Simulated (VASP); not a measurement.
# Ge (Fd-3m) in VASP: a series of runs, part 2 of 2

VASP 6.6.1.

## (5) Single point, PBEsol

This run uses another cell than the first one, of 22.85 Å³/atom.

Input file INCAR:

```
PREC = Accurate
ENCUT = 520
EDIFF = 1E-6
ISMEAR = 0
SIGMA = 0.15
LREAL = F
LASPH = T
NELM = 100
ALGO = Normal
ISIF = 2
LWAVE = F
LCHARG = F
GGA = PS
NBANDS = 21
```

Input file KPOINTS:

```
regular mesh
0
Gamma
  14 14 14
```

Input file POSCAR:

```
Ge
1.0
    0.0000000000      2.8378616879      2.8378616879
    2.8378616879      0.0000000000      2.8378616879
    2.8378616879      2.8378616879      0.0000000000
Ge
2
Direct
    0.5000000000      0.5000000000      0.5000000000
    0.7500000000      0.7500000000      0.7500000000
```

Potentials or basis: VASP PAW PBE potentials, release 64 (Ge_d).

Command:

```
$ cat potpaw_PBE.64/Ge_d/POTCAR > POTCAR
$ mpirun -np 1 vasp_std > vasp.out
```

OUTCAR:

```text
PREC = Accurate
   ENCUT = 520
   EDIFF = 1E-6
   ISMEAR = 0
   LREAL = F
   LASPH = T
   NELM = 100
   ISIF = 2
   GGA = PS

 ion  position               nearest neighbor table
   1  0.500  0.500  0.500-   2 2.46   2 2.46   2 2.46   2 2.46
   2  0.750  0.750  0.750-   1 2.46   1 2.46   1 2.46   1 2.46

  LATTYP: Found a face centered cubic cell.
 ALAT       =     5.6757233758

  Lattice vectors:

 A1 = (   0.0000000000,   2.8378616879,   2.8378616879)
 A2 = (   2.8378616879,   0.0000000000,   2.8378616879)
 A3 = (   2.8378616879,   2.8378616879,   0.0000000000)
[... 189 lines left out ...]
      3     -19.9796      2.00000
      4     -19.9437      2.00000
      5     -19.9437      2.00000
      6     -19.7367      2.00000
[... 565 lines left out ...]
     20      13.9193      0.00000
     21      14.5087      0.00000

 [... further k-points ...]
[... 5 lines left out ...]
  --------------------------------------------------------------------------------------
  -------------------------------------------------------------------------------------
  Total       -0.1166867     -0.1166867     -0.1166867      0.0000000      0.0000000     -0.0000000
  in kB       -4.0900452     -4.0900452     -4.0900452      0.0000000      0.0000000     -0.0000000
  external PRESSURE =      -4.0900452 kB  Pullay stress =       0.0000000 kB

 VOLUME and BASIS-vectors are now :
 -----------------------------------------------------------------------------
  energy-cutoff  :      520.00
  volume of cell :       45.71
      direct lattice vectors                 reciprocal lattice vectors
     0.000000000  2.837861688  2.837861688    -0.176188995  0.176188995  0.176188995
     2.837861688  0.000000000  2.837861688     0.176188995 -0.176188995  0.176188995
     2.837861688  2.837861688  0.000000000     0.176188995  0.176188995 -0.176188995

 POSITION                                       TOTAL-FORCE (eV/Angst)
 -----------------------------------------------------------------------------------
      2.83786      2.83786      2.83786         0.000000     -0.000000      0.000000
      4.25679      4.25679      4.25679        -0.000000      0.000000     -0.000000
 -----------------------------------------------------------------------------------
    total drift:                                0.000000     -0.000000     -0.000000

  FREE ENERGIE OF THE ION-ELECTRON SYSTEM (eV)
  ---------------------------------------------------
  free  energy   TOTEN  =        -9.8747706513 eV

  energy  without entropy=       -9.8740796293  energy(sigma->0) =       -9.87442514
```

OSZICAR:

```text
N       E                     dE             d eps       ncg     rms          rms(c)
DAV:   1     0.190826008434E+03    0.19083E+03   -0.14592E+04  4921   0.363E+03
DAV:   2     0.180771310617E+02   -0.17275E+03   -0.16723E+03  4383   0.612E+02
DAV:   3    -0.909062778041E+01   -0.27168E+02   -0.26986E+02  5038   0.144E+02
DAV:   4    -0.100076094515E+02   -0.91698E+00   -0.91651E+00  4886   0.311E+01
DAV:   5    -0.100225665083E+02   -0.14957E-01   -0.14957E-01  5003   0.439E+00    0.322E+00
DAV:   6    -0.992185370053E+01    0.10071E+00   -0.35456E-02  5854   0.227E+00    0.183E+00
DAV:   7    -0.987366971169E+01    0.48184E-01   -0.57419E-02  4737   0.241E+00    0.156E-01
DAV:   8    -0.987465489454E+01   -0.98518E-03   -0.67139E-03  5005   0.114E+00    0.501E-02
DAV:   9    -0.987475234597E+01   -0.97451E-04   -0.23587E-04  5193   0.222E-01    0.120E-02
DAV:  10    -0.987476966660E+01   -0.17321E-04   -0.22328E-05  5474   0.376E-02    0.541E-03
DAV:  11    -0.987477065131E+01   -0.98472E-06   -0.55879E-06  5935   0.389E-02
   1 F= -.98747707E+01 E0= -.98744251E+01  d E =-.691022E-03
```

Wall time 55 s (1 thread of AMD EPYC 9R45 (Zen 5), shared host); peak memory 0.18 GiB.

Results:

```yaml
Free_energy: -9.8748 eV
Pressure: -0.4 GPa
Band_gap_on_the_k_mesh: zero (filled and empty bands touch)
```

Caveat: semilocal functionals underestimate gaps, and a narrow one can read as zero; the PAW data sets were made with another functional, which shifts forces and pressure a little.

## (6) Single point, PBEsol

This run uses another cell than the first one, of 23.43 Å³/atom.

Input file INCAR:

```
SYSTEM = Ge
PREC = Accurate
ENCUT = 520
EDIFF = 1E-7
ISMEAR = 0
SIGMA = 0.15
LREAL = .False.
LASPH = .True.
NELM = 100
ALGO = Normal
ISIF = 2
LWAVE = .False.
LCHARG = .False.
GGA = PS
NBANDS = 21
```

Input file KPOINTS:

```
Automatic mesh
0
Gamma
  14 14 14
  0 0 0
```

Input file POSCAR:

```
Ge
1.0
    0.0000000000      2.8614159399      2.8614159399
    2.8614159399      0.0000000000      2.8614159399
    2.8614159399      2.8614159399      0.0000000000
Ge
2
Direct
    0.5000000000      0.5000000000      0.5000000000
    0.7500000000      0.7500000000      0.7500000000
```

Potentials or basis: VASP PAW PBE potentials, release 64 (Ge_d).

Command:

```
$ cat potpaw_PBE.64/Ge_d/POTCAR > POTCAR
$ mpirun -np 1 vasp_std > vasp.out
```

Run time: 61 s. Hardware: 1 thread of AMD EPYC 9R45 (Zen 5), shared host; peak memory 0.19 GiB.

Results (log left out):

```
Free energy            : -9.8689 eV
Pressure               : -1.6 GPa
Band gap on the k mesh : zero (filled and empty bands touch)
```

Levels at points of the mesh, in eV from the Fermi level:
```csv
k point,band 10,band 11,band 12,band 13,band 14,band 15,band 16,band 17,band 18,band 19
"(0.00, 0.00, 0.00)",-24.48,-12.54,-0.31,0.00,0.00,0.00,2.52,2.52,2.52,6.14
"(0.50, 0.00, 0.00)",-24.45,-10.52,-7.47,-1.36,-1.36,0.02,3.69,3.69,6.95,10.21
"(0.50, 0.50, 0.00)",-24.44,-8.77,-8.77,-2.97,-2.97,0.71,0.71,9.21,9.21,11.17
```

Caveat: semilocal functionals underestimate gaps, and a narrow one can read as zero; the PAW data sets were made with another functional, which shifts forces and pressure a little.

## (7) Overview

```csv
cell,gap on the mesh (eV),pressure (GPa)
"a = 3.913 Å, angles 60.0°, 2 atoms",0.33,6.0
"a = 3.946 Å, angles 60.0°, 2 atoms",0.25,3.7
"a = 3.980 Å, angles 60.0°, 2 atoms",0.14,1.7
"a = 4.013 Å, angles 60.0°, 2 atoms",none,-0.4
"a = 4.047 Å, angles 60.0°, 2 atoms",none,-1.6
```

Alike in all rows: task single point; level PBEsol; potentials or basis VASP PAW PBE potentials, release 64 (Ge_d); no spin polarisation; k mesh 14 × 14 × 14; cutoff (eV) 520; smearing gaussian 0.15 eV.

Caveats: semilocal functionals underestimate gaps, and a narrow one can read as zero; the PAW data sets were made with another functional, which shifts forces and pressure a little; the cell stands under pressure (at least some runs).

Absolute energies hang on the potentials; compare differences alone.

## (8) Comparison with measurements

Step 5. Against the measured gap of Ge, 0.744 eV (indirect; 0 K; “Temperature-dependent photoluminescence in Ge: experiment and theory”, 2020, arxiv:2003.00143), the calculated 0.00 eV is off by -0.74 eV. 3 values of this kind are on record (0.666 to 0.807 eV); this one was drawn at random among those near their median. Spin-orbit coupling on Ge is left out. The value is that of PBEsol on a finite k mesh, which can miss the band edges, without temperature or zero-point motion. Semilocal functionals fall short of measured gaps as a rule.
